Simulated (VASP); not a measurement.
**ZnCu3: single point with PBEsol**

The system is ZnCu3.

```
Zn Cu
1.0
     2.49855    0.00000    0.00000
    -1.24928    2.16381    0.00000
     0.00000    0.00000    8.94712
Zn Cu
1 3
Direct
  0.66667 0.33333 0.00000
  0.66667 0.33333 0.50000
  0.33333 0.66667 0.27933
  0.33333 0.66667 0.72067
```

This cell differs from its parent crystal: functional PBEsol, strained.

```
Program                : VASP 6.6.1
Task                   : single point
Functional             : PBEsol
Potentials or basis    : VASP PAW PBE potentials, release 64 (Zn, Cu)
Cutoff                 : 520 eV
k mesh                 : 18 × 18 × 6
Occupations            : gaussian, width 0.1 eV
Spin                   : no spin polarisation
Dipole correction      : no
Further INCAR settings : ALGO = Normal; EDIFF = 1e-06; NBANDS = 30
```

The pressure is 3.4 GPa and the largest force is 1.004 eV/Å.

Forces on the atoms (eV/Å):
```
Zn   0.000  0.000  0.000
Cu   0.000  0.000  0.000
Cu   0.000  0.000 -1.004
Cu   0.000  0.000  1.004
```

Stress tensor (GPa, compression positive):
```
 6.53  0.00  0.00
 0.00  6.53  0.00
 0.00  0.00 -2.73
```

Levels at points of the mesh, in eV from the Fermi level:
| k point | band 21 | band 22 | band 23 | band 24 | band 25 | band 26 |
| --- | --- | --- | --- | --- | --- | --- |
| (0.00, 0.00, 0.00) | -1.96 | -1.96 | -1.74 | -1.74 | 0.92 | 8.38 |
| (0.50, 0.00, 0.00) | -0.89 | -0.44 | 0.32 | 1.23 | 2.97 | 4.32 |
| (0.00, 0.00, 0.50) | -1.96 | -1.96 | -1.74 | -1.74 | 2.85 | 5.27 |
| (0.50, 0.00, 0.50) | -1.18 | -0.20 | 0.16 | 1.48 | 3.15 | 4.63 |

Run time: 3.3 min on 1 thread of Intel(R) Xeon(R) Platinum 8488C (Sapphire Rapids), with other jobs on the host, peak memory 0.3 GiB.

Caveat: the cell differs from its parent crystal (functional PBEsol, strained); the PAW data sets were made with another functional, which shifts forces and pressure a little.
